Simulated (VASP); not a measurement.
Here is a VASP 6.6.1 calculation.

Contents of INCAR:

```
SYSTEM = Mg6O5
PREC = Accurate
ENCUT = 520
EDIFF = 1E-7
ISMEAR = 0
SIGMA = 0.05
LREAL = .False.
LASPH = .True.
NELM = 80
ALGO = Normal
ISIF = 2
LWAVE = .False.
LCHARG = .False.
GGA = PS
NBANDS = 32
```

The input KPOINTS:

```
regular mesh
0
Gamma
  4 4 4
  0 0 0
```

POSCAR

```
Mg6O5
1.0
    5.5908553621      0.0000000000      0.0000000000
    0.0000000000      5.5908553621      0.0000000000
    0.0000000000      0.0000000000      5.5908553621
Mg O
6 5
Direct
    0.2500000000      0.0000000000      0.5000000000
    0.0000000000      0.5000000000      0.2500000000
    0.5000000000      0.7500000000      0.0000000000
    0.7500000000      0.0000000000      0.5000000000
    0.0000000000      0.5000000000      0.7500000000
    0.5000000000      0.2500000000      0.0000000000
    0.5000000000      0.0000000000      0.2500000000
    0.0000000000      0.7500000000      0.5000000000
    0.8125000000      0.3747955447      0.0000000000
    0.5000000000      0.0000000000      0.7500000000
    0.0000000000      0.2500000000      0.5000000000
```

Potentials or basis: VASP PAW PBE potentials, release 64 (Mg, O).

Command:

```bash
$ cat potpaw_PBE.64/Mg/POTCAR potpaw_PBE.64/O/POTCAR > POTCAR
$ mpirun -np 1 vasp_std > vasp.out
```

(1) What does it give for the largest force?

(2) Predict the pressure.

(3) Estimate the band gap on the k mesh.

Answers

(1) 1.824 eV/Å.

(2) 1.1 GPa.

(3) 1.07 eV.

Caveat: the cell differs from its parent crystal (atoms taken out, atom 9 moved 0.125 of the way to it and -0.700 Å across, host rigid); the PAW data sets were made with another functional, which shifts forces and pressure a little.
